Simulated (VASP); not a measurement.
A run of VASP 6.6.1 is set up as follows.

The input POSCAR:

```
SnO2
1.0
   -3.1921730220      3.3464908319      3.3464906523
    3.1921730220     -3.3464908319      3.3464906523
    3.1921730220      3.3464908319     -3.3464906523
Sn O
4 8
Direct
    0.9999950706      0.2499950706      0.7500000000
    0.0000049294      0.7500049294      0.2500000000
    0.5000000000      0.5000000000      0.5000000000
    0.5000000000      0.0000000000      0.0000000000
    0.1943337401      0.1943374375      0.5000036974
    0.6943390313      0.7500052896      0.9443337417
    0.1943337401      0.6943300427      0.9999963026
    0.3056715478      0.7500052896      0.5556662583
    0.6943284522      0.2499947104      0.4443337417
    0.3056609687      0.2499947104      0.0556662583
    0.8056662599      0.3056699573      0.0000036974
    0.8056662599      0.8056625625      0.4999963026
```

The input INCAR.step1:

```
SYSTEM = SnO2
ALGO = Normal ; EDIFF = 1E-4
ENCUT = 520 ; GGA = PE
ISMEAR = 0 ; LASPH = .True.
LCHARG = .False. ; LREAL = .False.
LWAVE = .True. ; NBANDS = 64
NELM = 60 ; PREC = Accurate
SIGMA = 0.02
```

Contents of INCAR.step2:

```
SYSTEM = SnO2
ALGO = Normal ; EDIFF = 1E-6
ENCUT = 520 ; ISIF = 2
ISMEAR = 0 ; ISTART = 1
LASPH = .True. ; LCHARG = .True.
LELF = .True. ; LMIXTAU = .True.
LREAL = .False. ; LVHAR = .True.
LWAVE = .False. ; METAGGA = R2SCAN
NBANDS = 64 ; NELM = 60
PREC = Accurate ; SIGMA = 0.02
```

KPOINTS

```
k-points
0
Gamma
  6 6 6
  0 0 0
```

Potentials or basis: VASP PAW PBE potentials, release 64 (Sn_d, O).

Run with:

```console
$ cat potpaw_PBE.64/Sn_d/POTCAR potpaw_PBE.64/O/POTCAR > POTCAR
$ cp INCAR.step1 INCAR
$ mpirun -np 1 vasp_std > vasp.out
$ cp INCAR.step2 INCAR
$ mpirun -np 1 vasp_std > vasp.out
```

Q: What does it give for the largest force?

A: 0.026 eV/Å.

Q: What does it give for the band gap on the k mesh?

A: 1.95 eV.

Q: Predict the pressure.

A: 4.2 GPa.

Forces in eV/Å, atoms in the order of the input:
```
Sn   0.000  0.000  0.000
Sn   0.000  0.000  0.000
Sn   0.000  0.000  0.000
Sn   0.000  0.000  0.000
O    0.000  0.000  0.026
O    0.000  0.026  0.000
O    0.000  0.000  0.026
O    0.000 -0.026  0.000
O    0.000  0.026  0.000
O    0.000 -0.026  0.000
O    0.000  0.000 -0.026
O    0.000  0.000 -0.026
```

Caveat: the cell stands under pressure; the PAW data sets were made with another functional, which shifts forces and pressure a little; spin-orbit coupling is left out, which moves the levels of the heavy elements.
